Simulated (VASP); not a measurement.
# HfSiO4 (I4_1/amd) in VASP: further runs

The runs below take HfSiO4 through single point, relaxation of cell and atoms, with PBE.

Program: VASP 6.6.1. These are calculated values, not measurements. Logs are shortened: lines on timing, memory, paths and dates and some standing lists are left out, and cuts for length are marked.

## (1) The cell of the first run

The structure is tetragonal, space group I4_1/amd (No. 141). Conventional cell: a = 6.647 Å, b = 6.647 Å, c = 6.015 Å, α = 90.00°, β = 90.00°, γ = 90.00°. Within 2.8 Å of Hf (site symmetry -4m2) lie 8 O at 2.14 to 2.28 Å. Within 2.2 Å of Si (site symmetry -4m2) lie 4 O at 1.64 Å. Within 2.3 Å of O (site symmetry m) lie 1 Si at 1.64 Å and 2 Hf at 2.14 to 2.28 Å.

## (2) Single point, PBE

Input file INCAR:

```
PREC = Accurate
ENCUT = 520
EDIFF = 1E-6
ISMEAR = 0
SIGMA = 0.02
LREAL = False
LASPH = True
NELM = 80
ALGO = Normal
ISIF = 2
LWAVE = False
LCHARG = False
GGA = PE
NBANDS = 50
```

Input file KPOINTS:

```
regular mesh
0
Gamma
  6 6 6
```

Input file POSCAR:

```
HfSiO4
1.0
   -3.3232915201      3.3232915201      3.0072579295
    3.3232915201     -3.3232915201      3.0072579295
    3.3232915201      3.3232915201     -3.0072579295
Hf Si O
2 2 8
Direct
    0.0000000000      0.0000000000      0.0000000000
    0.7500000000      0.2500000000      0.5000000000
    0.2500000000      0.7500000000      0.5000000000
    0.5000000000      0.5000000000      0.0000000000
    0.1347237699      0.3189037167      0.8158200532
    0.0689037167      0.7530836635      0.6841799468
    0.0689037167      0.3847237699      0.3158200532
    0.5030836635      0.3189037167      0.1841799468
    0.6810962833      0.4969163365      0.8158200532
    0.6152762301      0.9310962833      0.6841799468
    0.2469163365      0.9310962833      0.3158200532
    0.6810962833      0.8652762301      0.1841799468
```

Potentials or basis: VASP PAW PBE potentials, release 64 (Hf_pv, Si, O).

On the command line:

```sh
cat potpaw_PBE.64/Hf_pv/POTCAR potpaw_PBE.64/Si/POTCAR potpaw_PBE.64/O/POTCAR > POTCAR
mpirun -np 1 vasp_std > vasp.out
```

OUTCAR:

```text
PREC = Accurate
   ENCUT = 520
   EDIFF = 1E-6
   ISMEAR = 0
   LREAL = False
   LASPH = True
   NELM = 80
   ISIF = 2
   GGA = PE

 ion  position               nearest neighbor table
   1  0.000  0.000  0.000-   7 2.14  10 2.14   6 2.14  11 2.14   8 2.28   5 2.28  12 2.28   9 2.28
                             4 3.01   4 3.01   2 3.65   2 3.65   2 3.65   2 3.65
   2  0.750  0.250  0.500-   5 2.14  12 2.14   9 2.14   8 2.14   7 2.28  10 2.28   6 2.28  11 2.28
                             3 3.01   3 3.01   1 3.65   1 3.65   1 3.65   1 3.65
   3  0.250  0.750  0.500-   6 1.64   7 1.64  10 1.64  11 1.64   2 3.01   2 3.01
   4  0.500  0.500  0.000-   5 1.64   8 1.64   9 1.64  12 1.64   1 3.01   1 3.01
   5  0.135  0.319  0.816-   4 1.64   2 2.14   1 2.28
   6  0.069  0.753  0.684-   3 1.64   1 2.14   2 2.28
   7  0.069  0.385  0.316-   3 1.64   1 2.14   2 2.28
   8  0.503  0.319  0.184-   4 1.64   2 2.14   1 2.28
   9  0.681  0.497  0.816-   4 1.64   2 2.14   1 2.28
  10  0.615  0.931  0.684-   3 1.64   1 2.14   2 2.28
  11  0.247  0.931  0.316-   3 1.64   1 2.14   2 2.28
  12  0.681  0.865  0.184-   4 1.64   2 2.14   1 2.28

  LATTYP: Found a body centered tetragonal cell.
 ALAT       =     6.6465830402
 C/A-ratio  =     0.9049034403

  Lattice vectors:

 A1 = (  -3.3232915201,   3.3232915201,   3.0072579295)
 A2 = (   3.3232915201,  -3.3232915201,   3.0072579295)
 A3 = (   3.3232915201,   3.3232915201,  -3.0072579295)

Analysis of symmetry for initial positions (statically):
=====================================================================
 Subroutine PRICEL returns:
 Original cell was already a primitive cell.

 Routine SETGRP: Setting up the symmetry group for a
 body centered tetragonal supercell.

 Subroutine GETGRP returns: Found 16 space group operations
 (whereof  8 operations were pure point group operations)
 out of a pool of 16 trial point group operations.

The static configuration has the point symmetry D_2d.
 The point group associated with its full space group is D_4h.

Analysis of symmetry for dynamics (positions and initial velocities):
=====================================================================
 Subroutine PRICEL returns:
 Original cell was already a primitive cell.

 Routine SETGRP: Setting up the symmetry group for a
 body centered tetragonal supercell.

 Subroutine GETGRP returns: Found 16 space group operations
 (whereof  8 operations were pure point group operations)
 out of a pool of 16 trial point group operations.

The dynamic configuration has the point symmetry D_2d.
 The point group associated with its full space group is D_4h.

 Subroutine INISYM returns: Found 16 space group operations
 (whereof  8 operations are pure point group operations),
 and found     1 'primitive' translations

----------------------------------------------------------------------------------------

                                     Primitive cell

  volume of cell :     132.8518

  direct lattice vectors                    reciprocal lattice vectors
    -3.323291520  3.323291520  3.007257930     0.000000000  0.150453247  0.166264422
     3.323291520 -3.323291520  3.007257930     0.150453247  0.000000000  0.166264422
     3.323291520  3.323291520 -3.007257930     0.150453247  0.150453247  0.000000000

  length of vectors
     5.579617667  5.579617667  5.579617667     0.224232106  0.224232106  0.212773022

  position of ions in fractional coordinates (direct lattice)
     0.000000000  0.000000000  0.000000000
     0.750000000  0.250000000  0.500000000
     0.250000000  0.750000000  0.500000000
     0.500000000  0.500000000  0.000000000
     0.134723770  0.318903717  0.815820053
     0.068903717  0.753083663  0.684179947
     0.068903717  0.384723770  0.315820053
     0.503083663  0.318903717  0.184179947
     0.681096283  0.496916336  0.815820053
     0.615276230  0.931096283  0.684179947
     0.246916337  0.931096283  0.315820053
     0.681096283  0.865276230  0.184179947

  ion indices of the primitive-cell ions
   primitive index   ion index
                 1           1
                 2           2
                 3           3
                 4           4
                 5           5
                 6           6
                 7           7
                 8           8
                 9           9
                10          10
                11          11
                12          12

----------------------------------------------------------------------------------------

 KPOINTS: regular mesh

Automatic generation of k-mesh.
 Grid dimensions read from file:
 generate k-points for:    6    6    6

 Generating k-lattice:

  Cartesian coordinates                     Fractional coordinates (reciprocal lattice)
     0.000000000  0.025075541  0.027710737     0.166666667  0.000000000 -0.000000000
     0.025075541  0.000000000  0.027710737     0.000000000  0.166666667 -0.000000000
     0.025075541  0.025075541  0.000000000     0.000000000  0.000000000  0.166666667

  Length of vectors
     0.037372018  0.037372018  0.035462170

  Shift w.r.t. Gamma in fractional coordinates (k-lattice)
     0.000000000  0.000000000  0.000000000

 Subroutine IBZKPT returns following result:
 ===========================================

 Found     30 irreducible k-points:

 Following reciprocal coordinates:
            Coordinates               Weight
  0.000000  0.000000  0.000000      1.000000
  0.166667  0.000000  0.000000      8.000000
  0.333333  0.000000 -0.000000      8.000000
  0.500000  0.000000 -0.000000      4.000000
  0.166667  0.166667  0.000000      8.000000
  0.333333  0.166667 -0.000000     16.000000
[... 16 lines left out ...]
 -0.333333 -0.333333  0.166667      8.000000
 -0.166667 -0.333333  0.166667      8.000000
 [... further k-points ...]
   k-points           NKPTS =     30   k-points in BZ     NKDIM =     30   number of bands    NBANDS=     50
   number of dos      NEDOS =    301   number of ions     NIONS =     12
   total plane-waves  NPLWV =  74088
   dimension x,y,z NGX =    42 NGY =   42 NGZ =   42
   dimension x,y,z NGXF=    84 NGYF=   84 NGZF=   84
   ions per type =               2   2   8
   NGX,Y,Z   is equivalent  to a cutoff of  12.51, 12.51, 12.51 a.u.
   NGXF,Y,Z  is equivalent  to a cutoff of  25.03, 25.03, 25.03 a.u.
 SYSTEM =  unknown system
   PREC   = accura    normal or accurate (medium, high low for compatibility)
   ISTART =      0    job   : 0-new  1-cont  2-samecut
   ICHARG =      2    charge: 1-file 2-atom 10-const
   ISPIN  =      1    spin polarized calculation?
   LNONCOLLINEAR =      F non collinear calculations
   LSORBIT =      F    spin-orbit coupling
   LASPH  =      T    aspherical Exc in radial PAW
   ENCUT  =  520.0 eV  38.22 Ry    6.18 a.u.  10.37 10.37 10.37*2*pi/ulx,y,z
   NELM   =     80;   NELMIN=  2; NELMDL= -5     # of ELM steps
   EDIFF  = 0.1E-05   stopping-criterion for ELM
   LREAL  =      F    real-space projection
   EDIFFG = 0.1E-04   stopping-criterion for IOM
   NSW    =      0    number of steps for IOM
   IBRION =     -1    ionic relax: 0-MD 1-quasi-New 2-CG
   NFREE  =      0    steps in history (QN), initial steepest desc. (CG)
   ISIF   =      2    stress and relaxation
   ISYM   =      2    0-nonsym 1-usesym 2-fastsym
   POTIM  = 0.5000    time-step for ionic-motion
   TEBEG  =    0.0;   TEEND  =   0.0 temperature during run
   PSTRESS=    0.0 pullay stress
   NELECT =      76.0000    total number of electrons
   NUPDOWN=      -1.0000    fix difference up-down
   EMIN   =  10.00;   EMAX   =-10.00  energy-range for DOS
   EFERMI =   0.00;   METHOD = LEGACY
   ISMEAR =     0;   SIGMA  =   0.02  broadening in eV -4-tet -1-fermi 0-gaus
   EFERMI_NEDOS =   21; number of points for ismear=-14 and -15
   IALGO  =     38    algorithm
   IMIX   =      4    mixing-type and parameters
     AMIX     =   0.40;   BMIX     =  1.00
     AMIX_MAG =   1.60;   BMIX_MAG =  1.00
  volume/ion in A,a.u.               =      11.07        74.71
  Fermi-wavevector in a.u.,A,eV,Ry     =   1.359013  2.568162 25.128811  1.846915
  Thomas-Fermi vector in A             =   2.485797
   LORBIT       =      0    0 simple, 1 ext, 2 COOP (PROOUT), +10 PAW based schemes
   GGA     = PE    functional components
   LHFCALC =     F    Hartree Fock is set to
   AEXX    =    0.0000 exact exchange contribution
   IVDW    =     0    specifies the selected vdW correction
   LEPSILON=     F    determine dielectric tensor
   LRPA    =     F    only Hartree local field effects (RPA)
 non-spin polarized calculation
 Gauss-broadening in eV      SIGMA  =   0.02
  energy-cutoff  :      520.00
  volume of cell :      132.85
 maximum number of plane-waves:      3597
 NGX is ok and might be reduce to    42
   NGX = 21   NGY = 21   NGZ = 21

 number of electron      76.0000017 magnetization

 Free energy of the ion-electron system (eV)
  ---------------------------------------------------
  ext. energy  EPLUGINS =         0.00000000
  ---------------------------------------------------
  free energy    TOTEN  =      -108.65773360 eV

  energy without entropy =     -108.65773360  energy(sigma->0) =     -108.65773360

 E-fermi :   3.1648     XC(G=0): -10.9371

 val. band max:        3.0519865732   @ k =   0.0000   0.0000   0.0000
 cond. band min:       8.3205047987   @ k =   0.3333   0.3333   0.1667
 fundamental gap:      5.2685182255
 Fermi energy:         3.1647856146

 k-point     1 :       0.0000    0.0000    0.0000
  band No.  band energies     occupation
      1     -26.4151      2.00000
      2     -26.4151      2.00000
      3     -26.3551      2.00000
      4     -26.3461      2.00000
      5     -26.2605      2.00000
      6     -26.2605      2.00000
[... 42 lines left out ...]
     49      12.0326      0.00000
     50      12.6360      0.00000
[... 1217 lines left out ...]
     49      11.6051      0.00000
     50      12.5510      0.00000

 [... further k-points ...]

------------------------ aborting loop because EDIFF is reached ----------------------------------------

  FORCE on cell =-STRESS in cart. coord.  units (eV):
  Direction    XX          YY          ZZ          XY          YZ          ZX
  --------------------------------------------------------------------------------------
  -------------------------------------------------------------------------------------
  Total       -1.4856926     -1.4856926     -1.1958925      0.0000000     -0.0000000      0.0000000
  in kB      -17.9172767    -17.9172767    -14.4223221      0.0000000     -0.0000000      0.0000000
  external PRESSURE =     -16.7522918 kB  Pullay stress =       0.0000000 kB

 VOLUME and BASIS-vectors are now :
 -----------------------------------------------------------------------------
  energy-cutoff  :      520.00
  volume of cell :      132.85
      direct lattice vectors                 reciprocal lattice vectors
    -3.323291520  3.323291520  3.007257930     0.000000000  0.150453247  0.166264422
     3.323291520 -3.323291520  3.007257930     0.150453247  0.000000000  0.166264422
     3.323291520  3.323291520 -3.007257930     0.150453247  0.150453247  0.000000000

 POSITION                                       TOTAL-FORCE (eV/Angst)
 -----------------------------------------------------------------------------------
      0.00000      0.00000      0.00000        -0.000000      0.000000      0.000000
     -0.00000      3.32329      1.50363        -0.000000      0.000000      0.000000
      3.32329     -0.00000      1.50363        -0.000000      0.000000      0.000000
      0.00000      0.00000      3.00726        -0.000000      0.000000      0.000000
      3.32329      2.09912     -1.08921        -0.000000     -0.124888     -0.130853
      4.54746      0.00000      0.41442         0.124888     -0.000000     -0.130853
      2.09912      0.00000      0.41442        -0.124888      0.000000     -0.130853
      0.00000      1.22417      1.91805        -0.000000      0.124888     -0.130853
      2.09912      3.32329      1.08921        -0.124888      0.000000      0.130853
      3.32329      1.22417      2.59284         0.000000      0.124888      0.130853
      3.32329     -1.22417      2.59284         0.000000     -0.124888      0.130853
      1.22417     -0.00000      4.09646         0.124888     -0.000000      0.130853
 -----------------------------------------------------------------------------------
    total drift:                                0.000000      0.000000     -0.000000

  FREE ENERGIE OF THE ION-ELECTRON SYSTEM (eV)
  ---------------------------------------------------
  free  energy   TOTEN  =      -108.6577335960 eV

  energy  without entropy=     -108.6577335960  energy(sigma->0) =     -108.65773360
```

It took 2.3 min on 1 thread of Intel Xeon Platinum 8488C (Sapphire Rapids), shared host; peak memory 0.35 GiB.

What came out:

* Free energy: -108.6577 eV
* Pressure: -1.7 GPa
* Largest force: 0.181 eV/Å
* Band gap on the k mesh: 5.27 eV (least direct gap 5.59 eV)

Forces in eV/Å, atoms in the order of the input:
```
Hf   0.000  0.000  0.000
Hf   0.000  0.000  0.000
Si   0.000  0.000  0.000
Si   0.000  0.000  0.000
O    0.000 -0.125 -0.131
O    0.125  0.000 -0.131
O   -0.125  0.000 -0.131
O    0.000  0.125 -0.131
O   -0.125  0.000  0.131
O    0.000  0.125  0.131
O    0.000 -0.125  0.131
O    0.125  0.000  0.131
```

Levels at points of the mesh, in eV from the valence-band top:
```tsv
k point	band 35	band 36	band 37	band 38	band 39	band 40	band 41	band 42
(0.00, 0.00, 0.00)	-0.60	-0.60	-0.53	0.00	5.60	5.91	5.96	6.04
(0.50, 0.00, 0.00)	-0.95	-0.80	-0.24	-0.22	5.50	5.66	6.39	6.54
(0.50, 0.50, 0.00)	-0.89	-0.89	-0.58	-0.58	5.28	5.28	6.34	6.34
(0.50, 0.50, 0.50)	-1.07	-1.07	-0.89	-0.89	6.06	6.06	6.37	6.37
```

Caveat: spin-orbit coupling is left out, which moves the levels of the heavy elements. A k mesh can miss the band edges.

## (3) Relaxation of cell and atoms, PBE

This run uses another cell than the first one, of 10.67 Å³/atom.

Input file INCAR:

```
  ALGO = Normal
  EDIFF = 1E-6
  EDIFFG = -0.05
  ENCUT = 600
  GGA = PE
  IBRION = 2
  ISIF = 3
  ISMEAR = 0
  LASPH = T
  LCHARG = F
  LREAL = F
  LWAVE = F
  NELM = 100
  NSW = 100
  PREC = Accurate
  SIGMA = 0.1
```

Input file KPOINTS:

```
k-points
0
Gamma
  4 4 4
```

Input file POSCAR:

```
HfSiO4
1.0
   -3.2767016800      3.2767016800      2.9822469600
    3.2767016800     -3.2767016800      2.9822469600
    3.2767016800      3.2767016800     -2.9822469600
Hf Si O
2 2 8
Direct
    0.0000000000      0.0000000000      0.0000000000
    0.7500000000      0.2500000000      0.5000000000
    0.2500000000      0.7500000000      0.5000000000
    0.5000000000      0.5000000000      0.0000000000
    0.1340875500      0.3192007700      0.8148867800
    0.0692007700      0.7543139900      0.6851132200
    0.0692007700      0.3840875500      0.3148867800
    0.5043139900      0.3192007700      0.1851132200
    0.6807992300      0.4956860100      0.8148867800
    0.6159124500      0.9307992300      0.6851132200
    0.2456860100      0.9307992300      0.3148867800
    0.6807992300      0.8659124500      0.1851132200
```

Potentials or basis: VASP PAW PBE potentials, release 64 (Hf_pv, Si, O).

On the command line:

```sh
cat potpaw_PBE.64/Hf_pv/POTCAR potpaw_PBE.64/Si/POTCAR potpaw_PBE.64/O/POTCAR > POTCAR
mpirun -np 1 vasp_std > vasp.out
```

Wall time 4.8 min (1 thread of Intel Xeon Platinum 8488C (Sapphire Rapids), shared host); peak memory 0.37 GiB.

Results (log left out):

- Free energy: -108.6810 eV
- Relaxed volume: 10.95 Å³/atom
- Relaxed cell: a = 5.559 Å, b = 5.559 Å, c = 5.559 Å, α = 107.01°, β = 107.01°, γ = 114.52°
- Space group after relaxing (to 0.1 Å): I4_1/amd (No. 141)
- Energy gained by relaxing: 5.6 meV/atom
- Ionic steps: 6
- Pressure after relaxing: 0.0 GPa
- Largest force after relaxing: 0.042 eV/Å
- Band gap on the k mesh: 5.34 eV (least direct gap 5.71 eV)

Forces in eV/Å, atoms in the order of the input:
```
Hf   0.000  0.000  0.000
Hf   0.000  0.000  0.000
Si   0.000  0.000  0.000
Si   0.000  0.000  0.000
O    0.000  0.008 -0.042
O   -0.008  0.000 -0.042
O    0.008  0.000 -0.042
O    0.000 -0.008 -0.042
O    0.008  0.000  0.042
O    0.000 -0.008  0.042
O    0.000  0.008  0.042
O   -0.008  0.000  0.042
```

Stress tensor (GPa, compression positive):
```
 0.17  0.00  0.00
 0.00  0.17  0.00
 0.00  0.00 -0.34
```

Step by step:
```tsv
step	energy change (eV)	largest force (eV/Å)	pressure (GPa)	volume (Å³)
1	0.0000	0.2651	6.44	128.08
2	0.1076	0.8276	-8.54	136.20
3	-0.0631	0.1891	0.31	131.06
4	-0.0631	0.1806	0.42	131.00
5	-0.0651	0.1595	-0.28	131.73
6	-0.0670	0.0423	0.00	131.43
```

Final structure:
```
Hf Si O
1.0
    -3.30599    3.30599    3.00634
     3.30599   -3.30599    3.00634
     3.30599    3.30599   -3.00634
Hf Si O
2 2 8
Cartesian
  0.0000 0.0000 0.0000
  0.0000 3.3060 1.5032
  3.3060 0.0000 1.5032
  0.0000 0.0000 3.0063
  3.3060 2.0821 -1.0883
  4.5299 0.0000 0.4148
  2.0821 0.0000 0.4148
  0.0000 1.2239 1.9180
  2.0821 3.3060 1.0883
  3.3060 1.2239 2.5915
  3.3060 -1.2239 2.5915
  1.2239 0.0000 4.0947
```

Levels at points of the mesh, in eV from the valence-band top:
```csv
k point,band 35,band 36,band 37,band 38,band 39,band 40,band 41,band 42
"(0.00, 0.00, 0.00)",-0.58,-0.58,-0.54,0.00,5.71,6.00,6.01,6.11
"(0.50, 0.00, 0.00)",-0.93,-0.81,-0.26,-0.20,5.60,5.74,6.45,6.62
"(0.50, 0.50, 0.00)",-0.91,-0.91,-0.59,-0.59,5.35,5.35,6.41,6.41
"(0.50, 0.50, 0.50)",-1.09,-1.09,-0.88,-0.88,6.17,6.17,6.46,6.46
```

Caveat: spin-orbit coupling is left out, which moves the levels of the heavy elements; the relaxation stopped at a loose force limit of 0.05 eV/Å, so its end isn't a converged minimum.
